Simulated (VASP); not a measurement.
## SnO: single point with LDA

The system is SnO.

```
Sn O
1.0
     3.81370    0.00000    0.00000
     0.00000    3.81370    0.00000
     0.00000    0.00000    4.88691
Sn O
2 2
Direct
  0.50000 0.00000 0.76463
  0.00000 0.50000 0.23537
  0.00000 0.00000 0.00000
  0.50000 0.50000 0.00000
```

| Quantity | Value |
| --- | --- |
| Program | VASP 6.6.1 |
| Task | single point |
| Functional | LDA |
| Potentials or basis | VASP PAW LDA potentials, release 64 (Sn_d, O) |
| Cutoff | 520 eV |
| k mesh | 7 × 7 × 6 |
| Occupations | fermi-dirac, width 0.05 eV |
| Spin | no spin polarisation |

The pressure is -3.0 GPa. The largest force is 0.129 eV/Å and the band gap on the k mesh is 0.44 eV, indirect (least direct gap 1.96 eV).

Forces in eV/Å, atoms in the order of the input:
```
Sn   0.000  0.000  0.129
Sn   0.000  0.000 -0.129
O    0.000  0.000  0.000
O    0.000  0.000  0.000
```

Stress tensor (GPa, compression positive):
```
-3.17  0.00  0.00
 0.00 -3.17  0.00
 0.00  0.00 -2.66
```

Levels at points of the mesh, in eV from the valence-band top:
```
           k point  band 18  band 19  band 20  band 21  band 22  band 23
(0.00, 0.00, 0.00)    -3.10    -3.10     0.00     2.04     4.15     4.78
(0.00, 0.00, 0.50)    -3.12    -3.12    -2.11     1.54     3.02     3.02
```

Wall time 26 s on 1 thread of Intel(R) Xeon(R) 6975P-C (Granite Rapids), on a shared host, peak memory 0.19 GiB.

Caveat: spin-orbit coupling is left out, which moves the levels of the heavy elements. Expect the measured gap to be larger: semilocal functionals such as LDA lack the derivative discontinuity.
